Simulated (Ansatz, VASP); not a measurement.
## Two plane-wave programs on Ti

INCAR

```
PREC = Accurate
ENCUT = 520
EDIFF = 1E-6
ISMEAR = -1
SIGMA = 0.1
LREAL = F
LASPH = T
NELM = 100
ALGO = Normal
ISIF = 2
LWAVE = F
LCHARG = F
GGA = B5
ALDAX = 1.0
AGGAX = 1.0
AGGAC = 1.0
ALDAC = 0.0
NBANDS = 12
```

File KPOINTS:

```
regular mesh
0
Gamma
  15 15 15
```

POSCAR

```
Ti
1.0
    0.0000000000      2.0164553575      2.0164553575
    2.0164553575      0.0000000000      2.0164553575
    2.0164553575      2.0164553575      0.0000000000
Ti
1
Direct
    0.0000000000      0.0000000000      0.0000000000
```

Input for Ansatz:

```yaml
crystal:
  lattice:
    - [0.0, 2.0164553575, 2.0164553575]
    - [2.0164553575, 0.0, 2.0164553575]
    - [2.0164553575, 2.0164553575, 0.0]
  atoms:
    - { symbol: Ti, position: [0.0, 0.0, 0.0] }
hamiltonian:
  xc: blyp
  pseudopotentials:
    kind: paw
    azcp:
      Ti: "pseudopotentials/Ti.paw.azcp"
basis:
  ecutwfc: 420
  fft_grid_basis: typed
kpoints:
  mp_grid: { grid: [15, 15, 15], shift: [0, 0, 0] }
magnetization:
  spin_polarized: false
scf:
  occupations: { method: fermi_dirac, width: 0.1 }
  lower_state_search: "off"
output:
  stress: true
```

Alike in both runs: task single point; functional BLYP; k mesh 15 × 15 × 15; occupations fermi-dirac, width 0.1 eV; no spin polarisation.

|  | VASP | Ansatz |
| --- | --- | --- |
| version | VASP 6.6.1 | Ansatz 0.2.0 |
| potentials or method | VASP PAW PBE potentials, release 64 (Ti_sv), cutoff 520 eV | plane waves (420 eV) with PAW, scalar-relativistic |
| valence electrons in the cell | 12 | 12 |

VASP gave:

```
pressure (GPa) : 9.6
```

Problem. Which values does Ansatz return?

Solution. Pressure (GPa): 9.7.

VASP's potentials were made for PBE, not for BLYP.
